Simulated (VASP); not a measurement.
# ZnSe (Stilleite) (F-43m) in VASP: further runs, part 2 of 2

VASP 6.6.1. The steps go on from the part before.

## 3. Relaxation of cell and atoms, PBE+D4

File INCAR:

```
SYSTEM = ZnSe
ALGO = Normal
EDIFF = 1E-6
EDIFFG = -0.01
ENCUT = 600
GGA = PE
IBRION = 2
ISIF = 3
ISMEAR = 0
IVDW = 13
LASPH = .TRUE.
LCHARG = .FALSE.
LREAL = .FALSE.
LWAVE = .FALSE.
NELM = 100
NSW = 80
PREC = Accurate
SIGMA = 0.01
```

File KPOINTS:

```
k-points
0
G
  6 6 6
  0 0 0
```

File POSCAR:

```
ZnSe
1.0
    0.0000000000      2.8338000000      2.8338000000
    2.8338000000      0.0000000000      2.8338000000
    2.8338000000      2.8338000000      0.0000000000
Zn Se
1 1
Direct
    0.0000000000      0.0000000000      0.0000000000
    0.2500000000      0.2500000000      0.2500000000
```

Potentials or basis: VASP PAW PBE potentials, release 64 (Zn, Se).

Launch:

```bash
$ cat potpaw_PBE.64/Zn/POTCAR potpaw_PBE.64/Se/POTCAR > POTCAR
$ mpirun -np 1 vasp_std > vasp.out
```

OUTCAR:

```text
SYSTEM = ZnSe
   EDIFF = 1E-6
   EDIFFG = -0.01
   ENCUT = 600
   GGA = PE
   IBRION = 2
   ISIF = 3
   ISMEAR = 0
   IVDW = 13
   LASPH = .TRUE.
   LREAL = .FALSE.
   NELM = 100
   NSW = 80
   PREC = Accurate

 ion  position               nearest neighbor table
   1  0.000  0.000  0.000-   2 2.45   2 2.45   2 2.45   2 2.45
   2  0.250  0.250  0.250-   1 2.45   1 2.45   1 2.45   1 2.45

  LATTYP: Found a face centered cubic cell.
 ALAT       =     5.6676000000

  Lattice vectors:

 A1 = (   0.0000000000,   2.8338000000,   2.8338000000)
[... 433 lines left out ...]

  DFT-D4 for vdW energy calculation

  Edisp (eV):   -0.63372

  FORCE on cell =-STRESS in cart. coord.  units (eV):
  Direction    XX          YY          ZZ          XY          YZ          ZX
  --------------------------------------------------------------------------------------
  -------------------------------------------------------------------------------------
  Total      -0.00936    -0.00936    -0.00936    -0.00000    -0.00000    -0.00000
  in kB      -0.32947    -0.32947    -0.32947    -0.00000    -0.00000    -0.00000
  external pressure =       -0.33 kB  Pullay stress =        0.00 kB

 VOLUME and BASIS-vectors are now :
 -----------------------------------------------------------------------------
  energy-cutoff  :      600.00
  volume of cell :       45.51
      direct lattice vectors                 reciprocal lattice vectors
     0.000000000  2.833800000  2.833800000    -0.176441527  0.176441527  0.176441527
     2.833800000  0.000000000  2.833800000     0.176441527 -0.176441527  0.176441527
     2.833800000  2.833800000  0.000000000     0.176441527  0.176441527 -0.176441527

 POSITION                                       TOTAL-FORCE (eV/Angst)
 -----------------------------------------------------------------------------------
      0.00000      0.00000      0.00000         0.000000      0.000000      0.000000
      1.41690      1.41690      1.41690        -0.000000     -0.000000     -0.000000
 -----------------------------------------------------------------------------------
    total drift:                                0.000000      0.000000      0.000000

  FREE ENERGIE OF THE ION-ELECTRON SYSTEM (eV)
  ---------------------------------------------------
  free  energy   TOTEN  =        -6.6483974521 eV

  energy  without entropy=       -6.6483974521  energy(sigma->0) =       -6.64839745

 reached required accuracy - stopping structural energy minimisation
```

OSZICAR:

```text
N       E                     dE             d eps       ncg     rms          rms(c)
DAV:   1     0.940994529758E+02    0.94099E+02   -0.97318E+03   416   0.173E+03
DAV:   2     0.244958697660E+00   -0.93854E+02   -0.90035E+02   436   0.296E+02
DAV:   3    -0.623468266254E+01   -0.64796E+01   -0.64490E+01   531   0.748E+01
DAV:   4    -0.630439448213E+01   -0.69712E-01   -0.69698E-01   431   0.820E+00
DAV:   5    -0.630479606494E+01   -0.40158E-03   -0.40158E-03   521   0.600E-01    0.475E+00
DAV:   6    -0.603208259471E+01    0.27271E+00   -0.69411E-01   591   0.294E+01    0.364E+00
DAV:   7    -0.601427455900E+01    0.17808E-01   -0.19540E-01   461   0.445E+00    0.153E+00
DAV:   8    -0.601431201666E+01   -0.37458E-04   -0.43549E-03   485   0.680E-01    0.469E-01
DAV:   9    -0.601457683507E+01   -0.26482E-03   -0.11012E-03   456   0.300E-01    0.688E-02
DAV:  10    -0.601466801816E+01   -0.91183E-04   -0.15457E-04   479   0.122E-01    0.176E-02
DAV:  11    -0.601467910371E+01   -0.11086E-04   -0.31824E-05   469   0.581E-02    0.545E-03
DAV:  12    -0.601468042763E+01   -0.13239E-05   -0.43677E-06   496   0.185E-02    0.404E-03
DAV:  13    -0.601468041344E+01    0.14189E-07   -0.63824E-07   308   0.833E-03
   1 F= -.66483975E+01 E0= -.66483975E+01  d E =-.664840E+01
```

CONTCAR:

```text
ZnSe
   1.00000000000000
     0.0000000000000000    2.8338000000000001    2.8338000000000001
     2.8338000000000001    0.0000000000000000    2.8338000000000001
     2.8338000000000001    2.8338000000000001    0.0000000000000000
  Zn              Se
     1     1
Direct
     0.0000000000000000    0.0000000000000000    0.0000000000000000
     0.2500000000000000    0.2500000000000000    0.2500000000000000

  0.00000000E+00  0.00000000E+00  0.00000000E+00
  0.00000000E+00  0.00000000E+00  0.00000000E+00
```

It took 8.8 s on 1 thread of AMD EPYC 9R14 (Zen 4), shared host; peak memory 0.15 GiB.

What came out:

| Property | Result |
| --- | --- |
| Free energy | -6.6484 eV |
| Pressure after relaxing | 0.0 GPa |
| Band gap on the k mesh | 1.29 eV, direct |
| Dispersion energy per atom | -0.317 eV |

Final structure:
```cif
data_structure
_symmetry_space_group_name_H-M 'P 1'
_symmetry_Int_Tables_number 1
_cell_length_a 4.0076
_cell_length_b 4.0076
_cell_length_c 4.0076
_cell_angle_alpha 60.000
_cell_angle_beta 60.000
_cell_angle_gamma 60.000
_cell_volume 45.51
loop_
_atom_site_label
_atom_site_type_symbol
_atom_site_fract_x
_atom_site_fract_y
_atom_site_fract_z
_atom_site_occupancy
Zn1 Zn 0.00000 0.00000 0.00000 1
Se1 Se 0.25000 0.25000 0.25000 1
```

Levels at points of the mesh, in eV from the valence-band top:
| k point | band 7 | band 8 | band 9 | band 10 | band 11 | band 12 |
| --- | --- | --- | --- | --- | --- | --- |
| (0.00, 0.00, 0.00) | 0.00 | 0.00 | 0.00 | 1.29 | 5.80 | 5.80 |
| (0.50, 0.00, 0.00) | -5.23 | -0.87 | -0.87 | 2.54 | 6.38 | 6.38 |
| (0.50, 0.50, 0.00) | -4.76 | -2.19 | -2.19 | 2.98 | 3.46 | 10.74 |

Caveat: the relaxation stopped at its first step, so nothing moved.

## 4. Relaxation of cell and atoms, LDA

File INCAR:

```
SYSTEM = ZnSe
PREC = Accurate ; ENCUT = 600
EDIFF = 1E-6 ; ISMEAR = 0
SIGMA = 0.01 ; LREAL = .False.
LASPH = .True. ; NELM = 60
ALGO = Normal ; ISIF = 3
LWAVE = .False. ; LCHARG = .False.
IBRION = 2 ; NSW = 80
EDIFFG = -0.01
```

File KPOINTS:

```
Automatic mesh
0
Gamma
  6 6 6
  0 0 0
```

POSCAR is that of step 3.

Potentials or basis: VASP PAW LDA potentials, release 64 (Zn, Se).

Launch:

```bash
$ cat potpaw_LDA.64/Zn/POTCAR potpaw_LDA.64/Se/POTCAR > POTCAR
$ mpirun -np 1 vasp_std > vasp.out
```

It took 20 s on 1 thread of AMD EPYC 9R14 (Zen 4), shared host; peak memory 0.14 GiB.

It converged, with:

- Free energy: -7.3659 eV
- Relaxed volume: 21.69 Å³/atom
- Relaxed cell: a = 3.944 Å, b = 3.944 Å, c = 3.944 Å, α = 60.00°, β = 60.00°, γ = 60.00°
- Space group after relaxing (to 0.05 Å): F-43m (No. 216)
- Energy gained by relaxing: 10.8 meV/atom
- Ionic steps: 5
- Pressure after relaxing: 0.0 GPa
- Band gap on the k mesh: 1.27 eV, direct

The path:
```csv
step,energy change (eV),largest force (eV/Å),pressure (GPa),volume (Å³)
1,0.0000,0.0000,-3.11,45.51
2,-0.0191,0.0000,1.19,42.66
3,-0.0217,0.0000,-0.16,43.36
4,-0.0216,0.0000,0.12,43.28
5,-0.0217,0.0000,0.02,43.37
```

Final structure:
```
Zn Se
1.0
     0.00000    2.78864    2.78864
     2.78864    0.00000    2.78864
     2.78864    2.78864    0.00000
Zn Se
1 1
Direct
  0.00000 0.00000 0.00000
  0.25000 0.25000 0.25000
```

Levels at points of the mesh, in eV from the valence-band top:
| k point | band 7 | band 8 | band 9 | band 10 | band 11 | band 12 |
| --- | --- | --- | --- | --- | --- | --- |
| (0.00, 0.00, 0.00) | 0.00 | 0.00 | 0.00 | 1.27 | 5.68 | 5.68 |
| (0.50, 0.00, 0.00) | -5.61 | -0.95 | -0.95 | 2.45 | 6.27 | 6.27 |
| (0.50, 0.50, 0.00) | -5.04 | -2.38 | -2.38 | 2.69 | 3.31 | 10.88 |

A hybrid or GW would open this gap; LDA tends to underestimate it. LDA usually gives volumes a few per cent too small.

## 5. Overview

| level | potentials or basis | gap on the mesh (eV) | pressure (GPa) | relaxed volume (Å³/atom) |
| --- | --- | --- | --- | --- |
| PBEsol | VASP PAW PBE potentials, release 64 (Zn, Se) | 1.22 | 0.0 | 22.45 |
| PBE+D4 | VASP PAW PBE potentials, release 64 (Zn, Se) | 1.29 | 0.0 | - |
| LDA | VASP PAW LDA potentials, release 64 (Zn, Se) | 1.27 | 0.0 | 21.69 |

Alike in all rows: task relaxation of cell and atoms; no spin polarisation; cell relaxed; k mesh 6 × 6 × 6; cutoff (eV) 600; smearing gaussian 0.01 eV.

Caveats: the PAW data sets were made with another functional, which shifts forces and pressure a little (some runs); the relaxation stopped at its first step, so nothing moved (some runs).

Total energies depend on the potentials used, so only differences within one code and one set of settings carry meaning.
